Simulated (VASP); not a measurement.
# Sc (P6_3/mmc) in VASP: further runs

Runs on Sc. Level: r2SCAN. Tasks: single point.

Everything below comes from runs of VASP 6.6.1. Logs are shortened: lines on timing, memory, paths and dates and some standing lists are left out, and cuts for length are marked.

## 1. The cell of the first run

The structure is hexagonal, space group P6_3/mmc (No. 194). Conventional cell: a = 3.328 Å, b = 3.328 Å, c = 5.212 Å, α = 90.00°, β = 90.00°, γ = 120.00°. Sc (site symmetry -6m2) has 12 Sc at 3.24 to 3.33 Å within 4.3 Å.

## 2. Single point, r2SCAN

POSCAR reads:

```
Sc
1.0
    3.3280716152      0.0000000000      0.0000000000
   -1.6640358076      2.8821945644      0.0000000000
    0.0000000000      0.0000000000      5.2121495536
Sc
2
Direct
    0.3333333333      0.6666666667      0.2500000000
    0.6666666667      0.3333333333      0.7500000000
```

INCAR.step1 reads:

```
SYSTEM = Sc
PREC = Accurate
ENCUT = 520
ISMEAR = -1
SIGMA = 0.1
LREAL = .FALSE.
LASPH = .TRUE.
NELM = 100
NBANDS = 18
GGA = PE
ALGO = Normal
EDIFF = 1E-4
LWAVE = .TRUE.
LCHARG = .FALSE.
```

INCAR.step2 reads:

```
SYSTEM = Sc
PREC = Accurate
ENCUT = 520
EDIFF = 1E-7
ISMEAR = -1
SIGMA = 0.1
LREAL = .FALSE.
LASPH = .TRUE.
NELM = 100
ALGO = Normal
ISIF = 2
LWAVE = .FALSE.
LCHARG = .FALSE.
METAGGA = R2SCAN
LMIXTAU = .TRUE.
NBANDS = 18
ISTART = 1
```

KPOINTS reads:

```
regular mesh
0
G
  4 4 2
  0 0 0
```

Potentials or basis: VASP PAW PBE potentials, release 64 (Sc_sv).

The run is started by

```console
cat potpaw_PBE.64/Sc_sv/POTCAR > POTCAR
cp INCAR.step1 INCAR
mpirun -np 1 vasp_std > vasp.out
cp INCAR.step2 INCAR
mpirun -np 1 vasp_std > vasp.out
```

OUTCAR:

```text
SYSTEM = Sc
   PREC = Accurate
   ENCUT = 520
   EDIFF = 1E-7
   ISMEAR = -1
   LREAL = .FALSE.
   LASPH = .TRUE.
   NELM = 100
   ISIF = 2
   METAGGA = R2SCAN
   ISTART = 1

 ion  position               nearest neighbor table
   1  0.333  0.667  0.250-   2 3.24   2 3.24   2 3.24   2 3.24   2 3.24   2 3.24
   2  0.667  0.333  0.750-   1 3.24   1 3.24   1 3.24   1 3.24   1 3.24   1 3.24

  LATTYP: Found a hexagonal cell.
 ALAT       =     3.3280716152
 C/A-ratio  =     1.5661170060

  Lattice vectors:

 A1 = (   3.3280716152,   0.0000000000,   0.0000000000)
 A2 = (  -1.6640358076,   2.8821945644,   0.0000000000)
 A3 = (   0.0000000000,   0.0000000000,   5.2121495536)

Analysis of symmetry for initial positions (statically):
=====================================================================
 Subroutine PRICEL returns:
 Original cell was already a primitive cell.

 Routine SETGRP: Setting up the symmetry group for a
 hexagonal supercell.

 Subroutine GETGRP returns: Found 24 space group operations
 (whereof 12 operations were pure point group operations)
 out of a pool of 24 trial point group operations.

The static configuration has the point symmetry D_3d.
 The point group associated with its full space group is D_6h.

Analysis of symmetry for dynamics (positions and initial velocities):
=====================================================================
 Subroutine PRICEL returns:
 Original cell was already a primitive cell.

 Routine SETGRP: Setting up the symmetry group for a
 hexagonal supercell.

 Subroutine GETGRP returns: Found 24 space group operations
 (whereof 12 operations were pure point group operations)
 out of a pool of 24 trial point group operations.

The dynamic configuration has the point symmetry D_3d.
 The point group associated with its full space group is D_6h.

 Subroutine INISYM returns: Found 24 space group operations
 (whereof 12 operations are pure point group operations),
 and found     1 'primitive' translations

----------------------------------------------------------------------------------------

                                     Primitive cell

  volume of cell :      49.9957

  direct lattice vectors                    reciprocal lattice vectors
     3.328071615  0.000000000  0.000000000     0.300474303  0.173478920  0.000000000
    -1.664035808  2.882194564  0.000000000     0.000000000  0.346957840  0.000000000
     0.000000000  0.000000000  5.212149554     0.000000000  0.000000000  0.191859422

  length of vectors
     3.328071615  3.328071615  5.212149554     0.346957840  0.346957840  0.191859422

  position of ions in fractional coordinates (direct lattice)
     0.333333333  0.666666667  0.250000000
     0.666666667  0.333333333  0.750000000

  ion indices of the primitive-cell ions
   primitive index   ion index
                 1           1
                 2           2

----------------------------------------------------------------------------------------

 KPOINTS: regular mesh

Automatic generation of k-mesh.
 Grid dimensions read from file:
 generate k-points for:    4    4    2

 Generating k-lattice:

  Cartesian coordinates                     Fractional coordinates (reciprocal lattice)
     0.075118576  0.043369730  0.000000000     0.250000000  0.000000000  0.000000000
     0.000000000  0.086739460  0.000000000     0.000000000  0.250000000  0.000000000
     0.000000000  0.000000000  0.095929711     0.000000000  0.000000000  0.500000000

  Length of vectors
     0.086739460  0.086739460  0.095929711

  Shift w.r.t. Gamma in fractional coordinates (k-lattice)
     0.000000000  0.000000000  0.000000000

 Subroutine IBZKPT returns following result:
 ===========================================

 Found      8 irreducible k-points:

 Following reciprocal coordinates:
            Coordinates               Weight
  0.000000  0.000000  0.000000      1.000000
  0.250000 -0.000000  0.000000      6.000000
  0.500000 -0.000000  0.000000      3.000000
  0.250000  0.250000  0.000000      6.000000
  0.000000  0.000000  0.500000      1.000000
  0.250000 -0.000000  0.500000      6.000000
  0.500000 -0.000000  0.500000      3.000000
  0.250000  0.250000  0.500000      6.000000
   k-points           NKPTS =      8   k-points in BZ     NKDIM =      8   number of bands    NBANDS=     18
   number of dos      NEDOS =    301   number of ions     NIONS =      2
   total plane-waves  NPLWV =  31360
   dimension x,y,z NGX =    28 NGY =   28 NGZ =   40
   dimension x,y,z NGXF=    56 NGYF=   56 NGZF=   80
   ions per type =               2
   NGX,Y,Z   is equivalent  to a cutoff of  13.99, 13.99, 12.76 a.u.
   NGXF,Y,Z  is equivalent  to a cutoff of  27.97, 27.97, 25.52 a.u.
 SYSTEM =  Sc
   PREC   = accura    normal or accurate (medium, high low for compatibility)
   ISTART =      1    job   : 0-new  1-cont  2-samecut
   ICHARG =      0    charge: 1-file 2-atom 10-const
   ISPIN  =      1    spin polarized calculation?
   LNONCOLLINEAR =      F non collinear calculations
   LSORBIT =      F    spin-orbit coupling
   LASPH  =      T    aspherical Exc in radial PAW
   ENCUT  =  520.0 eV  38.22 Ry    6.18 a.u.   6.19  6.19  9.69*2*pi/ulx,y,z
   NELM   =    100;   NELMIN=  2; NELMDL=  0     # of ELM steps
   EDIFF  = 0.1E-06   stopping-criterion for ELM
   LREAL  =      F    real-space projection
   EDIFFG = 0.1E-05   stopping-criterion for IOM
   NSW    =      0    number of steps for IOM
   IBRION =     -1    ionic relax: 0-MD 1-quasi-New 2-CG
   NFREE  =      0    steps in history (QN), initial steepest desc. (CG)
   ISIF   =      2    stress and relaxation
   ISYM   =      2    0-nonsym 1-usesym 2-fastsym
   POTIM  = 0.5000    time-step for ionic-motion
   TEBEG  =    0.0;   TEEND  =   0.0 temperature during run
   PSTRESS=    0.0 pullay stress
   NELECT =      22.0000    total number of electrons
   NUPDOWN=      -1.0000    fix difference up-down
   EMIN   =  10.00;   EMAX   =-10.00  energy-range for DOS
   EFERMI =   0.00;   METHOD = LEGACY
   ISMEAR =    -1;   SIGMA  =   0.10  broadening in eV -4-tet -1-fermi 0-gaus
   EFERMI_NEDOS =   21; number of points for ismear=-14 and -15
   IALGO  =     38    algorithm
   IMIX   =      4    mixing-type and parameters
     AMIX     =   0.40;   BMIX     =  1.00
     AMIX_MAG =   1.60;   BMIX_MAG =  1.00
  volume/ion in A,a.u.               =      25.00       168.69
  Fermi-wavevector in a.u.,A,eV,Ry     =   1.245197  2.353081 21.096050  1.550516
  Thomas-Fermi vector in A             =   2.379430
   LORBIT       =      0    0 simple, 1 ext, 2 COOP (PROOUT), +10 PAW based schemes
   METAGGA = R2SCAN    functional components
   LHFCALC =     F    Hartree Fock is set to
   AEXX    =    0.0000 exact exchange contribution
   IVDW    =     0    specifies the selected vdW correction
   LEPSILON=     F    determine dielectric tensor
   LRPA    =     F    only Hartree local field effects (RPA)
 non-spin polarized calculation
  energy-cutoff  :      520.00
  volume of cell :       50.00
 maximum number of plane-waves:      1375
 NGX is ok and might be reduce to    28
   NGX = 13   NGY = 13   NGZ = 19

 number of electron      21.9999997 magnetization

 Free energy of the ion-electron system (eV)
  ---------------------------------------------------
  ext. energy  EPLUGINS =         0.00000000
  ---------------------------------------------------
  free energy    TOTEN  =       -22.80241406 eV

  energy without entropy =      -22.70683812  energy(sigma->0) =      -22.75462609

 E-fermi :   3.7079     XC(G=0): -10.5473

 val. band max:        3.6669648367   @ k =   0.5000  -0.0000   0.5000
 cond. band min:       3.7588332092   @ k =   0.2500   0.2500   0.5000
 fundamental gap:      0.0918683724
 Fermi energy:         3.7079486254

 k-point     1 :       0.0000    0.0000    0.0000
  band No.  band energies     occupation
      1     -47.9477      2.00000
      2     -47.8793      2.00000
      3     -25.7986      2.00000
      4     -25.4539      2.00000
      5     -25.4539      2.00000
      6     -25.3905      2.00000
[... 10 lines left out ...]
     17       6.1900      0.00000
     18       6.1900      0.00000

 k-point     2 :       0.2500   -0.0000    0.0000
  band No.  band energies     occupation
      1     -47.9227      2.00000
      2     -47.8719      2.00000
      3     -25.7250      2.00000
      4     -25.5852      2.00000
      5     -25.5223      2.00000
      6     -25.4965      2.00000
[... 10 lines left out ...]
     17       6.5261      0.00000
     18       6.6882      0.00000

 k-point     3 :       0.5000   -0.0000    0.0000
  band No.  band energies     occupation
      1     -47.8923      2.00000
      2     -47.8700      2.00000
      3     -25.7196      2.00000
      4     -25.6452      2.00000
      5     -25.6168      2.00000
      6     -25.5361      2.00000
[... 10 lines left out ...]
     17       7.8279      0.00000
     18       7.9026      0.00000

 k-point     4 :       0.2500    0.2500    0.0000
  band No.  band energies     occupation
      1     -47.8924      2.00000
      2     -47.8698      2.00000
      3     -25.6629      2.00000
      4     -25.6307      2.00000
      5     -25.6182      2.00000
      6     -25.5524      2.00000
[... 10 lines left out ...]
     17       7.6055      0.00000
     18       7.7293      0.00000

 k-point     5 :       0.0000    0.0000    0.5000
  band No.  band energies     occupation
      1     -47.9136      2.00000
      2     -47.9136      2.00000
      3     -25.5889      2.00000
      4     -25.5889      2.00000
      5     -25.4223      2.00000
      6     -25.4223      2.00000
[... 10 lines left out ...]
     17       7.2291      0.00000
     18       7.2291      0.00000

 k-point     6 :       0.2500   -0.0000    0.5000
  band No.  band energies     occupation
      1     -47.8974      2.00000
      2     -47.8974      2.00000
      3     -25.6505      2.00000
      4     -25.6505      2.00000
      5     -25.4710      2.00000
      6     -25.4710      2.00000
[... 10 lines left out ...]
     17       7.2160      0.00000
     18       7.2160      0.00000

 k-point     7 :       0.5000   -0.0000    0.5000
  band No.  band energies     occupation
      1     -47.8811      2.00000
      2     -47.8811      2.00000
      3     -25.7547      2.00000
      4     -25.7547      2.00000
      5     -25.4833      2.00000
      6     -25.4833      2.00000
[... 10 lines left out ...]
     17       7.7467      0.00000
     18       7.7490      0.00000

 k-point     8 :       0.2500    0.2500    0.5000
  band No.  band energies     occupation
      1     -47.8811      2.00000
      2     -47.8811      2.00000
      3     -25.7124      2.00000
      4     -25.7124      2.00000
      5     -25.5552      2.00000
      6     -25.5552      2.00000
[... 10 lines left out ...]
     17       7.6576      0.00000
     18       7.6576      0.00000

------------------------ aborting loop because EDIFF is reached ----------------------------------------

  FORCE on cell =-STRESS in cart. coord.  units (eV):
  Direction    XX          YY          ZZ          XY          YZ          ZX
  --------------------------------------------------------------------------------------
  -------------------------------------------------------------------------------------
  Total       -0.0557808     -0.0557808      0.4828788      0.0000000      0.0000000     -0.0000000
  in kB       -1.7875684     -1.7875684     15.4744732      0.0000000      0.0000000     -0.0000000
  external PRESSURE =       3.9664455 kB  Pullay stress =       0.0000000 kB

 VOLUME and BASIS-vectors are now :
 -----------------------------------------------------------------------------
  energy-cutoff  :      520.00
  volume of cell :       50.00
      direct lattice vectors                 reciprocal lattice vectors
     3.328071615  0.000000000  0.000000000     0.300474303  0.173478920  0.000000000
    -1.664035808  2.882194564  0.000000000     0.000000000  0.346957840  0.000000000
     0.000000000  0.000000000  5.212149554     0.000000000  0.000000000  0.191859422

 POSITION                                       TOTAL-FORCE (eV/Angst)
 -----------------------------------------------------------------------------------
     -0.00000      1.92146      1.30304         0.000000     -0.000000      0.000000
      1.66404      0.96073      3.90911        -0.000000      0.000000      0.000000
 -----------------------------------------------------------------------------------
    total drift:                               -0.000000      0.000000     -0.000000

  FREE ENERGIE OF THE ION-ELECTRON SYSTEM (eV)
  ---------------------------------------------------
  free  energy   TOTEN  =       -22.8024140612 eV

  energy  without entropy=      -22.7068381220  energy(sigma->0) =      -22.75462609
```

Wall time 26 s (1 thread of Intel Xeon 6975P-C (Granite Rapids), shared host); peak memory 0.17 GiB.

What came out:

```yaml
Free_energy: -22.8024 eV
Pressure: 0.4 GPa
Band_gap_on_the_k_mesh: zero (bands 11 and 12 overlap by 1.48 eV)
```

Caveat: the k points lie up to 0.60 Å⁻¹ apart, too coarse for converged energies and pressures of a metal; the PAW data sets were made with another functional, which shifts forces and pressure a little.

## 3. Single point, r2SCAN

POSCAR is that of step 2.

INCAR.step1 reads:

```
SYSTEM = Sc
PREC = Accurate ; ENCUT = 520
ISMEAR = -1 ; SIGMA = 0.1
LREAL = .FALSE. ; LASPH = .TRUE.
NELM = 100 ; NBANDS = 18
GGA = PE ; ALGO = Normal
EDIFF = 1E-4 ; LWAVE = .TRUE.
LCHARG = .FALSE.
```

INCAR.step2 reads:

```
SYSTEM = Sc
PREC = Accurate ; ENCUT = 520
EDIFF = 1E-6 ; ISMEAR = -1
SIGMA = 0.1 ; LREAL = .FALSE.
LASPH = .TRUE. ; NELM = 100
ALGO = Normal ; ISIF = 2
LWAVE = .FALSE. ; LCHARG = .TRUE.
METAGGA = R2SCAN ; LMIXTAU = .TRUE.
LELF = .TRUE. ; LVHAR = .TRUE.
NBANDS = 18 ; ISTART = 1
```

KPOINTS reads:

```
Automatic mesh
0
G
  5 5 3
  0 0 0
```

Potentials or basis: VASP PAW PBE potentials, release 64 (Sc_sv).

The run is started by

```console
cat potpaw_PBE.64/Sc_sv/POTCAR > POTCAR
cp INCAR.step1 INCAR
mpirun -np 1 vasp_std > vasp.out
cp INCAR.step2 INCAR
mpirun -np 1 vasp_std > vasp.out
```

It took 24 s on 1 thread of Intel Xeon 6975P-C (Granite Rapids), shared host; peak memory 0.17 GiB.

Results (log left out):

```yaml
Free_energy: -22.7539 eV
Pressure: 0.5 GPa
Band_gap_on_the_k_mesh: zero (bands 11 and 12 overlap by 1.13 eV)
```

Stress tensor (GPa, compression positive):
```
0.48 0.00 0.00
0.00 0.48 0.00
0.00 0.00 0.62
```

Levels at points of the mesh, in eV from the Fermi level:
```csv
k point,band 7,band 8,band 9,band 10,band 11,band 12,band 13,band 14,band 15,band 16
"(0.00, 0.00, 0.00)",-28.99,-28.98,-5.47,-1.67,0.40,1.80,1.80,2.04,2.27,2.27
```

Caveat: the k points lie up to 0.44 Å⁻¹ apart, too coarse for converged energies and pressures of a metal; the PAW data sets were made with another functional, which shifts forces and pressure a little.
